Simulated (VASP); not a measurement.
Set up this calculation in VASP 6.6.1, as the native input.

* Task: single point
* Functional: revPBE
* Potentials or basis: VASP PAW PBE potentials, release 64 (Na_pv)
* Cutoff: 520 eV
* k mesh: 7 × 7 × 10
* Occupations: fermi-dirac, width 0.1 eV
* Spin: no spin polarisation
* Dipole correction: no
* Further INCAR settings: ALGO = Normal; EDIFF = 1e-07; NBANDS = 18

The structure of Na lies in POSCAR:

```
Na
1.0
    6.2209262292      0.0000000000      0.0000000000
   -3.1104631146      5.3874801495      0.0000000000
    0.0000000000      0.0000000000      3.6893485371
Na
3
Direct
    1.0000000000      1.0000000000      0.0000000000
    0.3333333333      0.6666666667      0.5000000000
    0.6666666667      0.3333333333      0.5000000000
```

This isn't the form of Na at room conditions, which is bcc.

One way to write it, as run:

INCAR

```
SYSTEM = Na
  PREC = Accurate
  ENCUT = 520
  EDIFF = 1E-7
  ISMEAR = -1
  SIGMA = 0.1
  LREAL = .False.
  LASPH = .True.
  NELM = 80
  ALGO = Normal
  ISIF = 2
  LWAVE = .False.
  LCHARG = .False.
  GGA = RE
  NBANDS = 18
```

KPOINTS

```
Automatic mesh
0
Gamma
  7 7 10
  0 0 0
```

Potentials or basis: VASP PAW PBE potentials, release 64 (Na_pv).

The run is started by

```bash
$ cat potpaw_PBE.64/Na_pv/POTCAR > POTCAR
$ mpirun -np 1 vasp_std > vasp.out
```

It gave:

```
Pressure               : -0.2 GPa
Band gap on the k mesh : zero (an odd number of electrons rules out a gap without spin polarisation)
```

Caveat: the PAW data sets were made with another functional, which shifts forces and pressure a little.

It took 36 s on 1 thread of AMD EPYC 9R45 96-Core Processor (Zen 5), with other jobs on the host, peak memory 0.23 GiB.
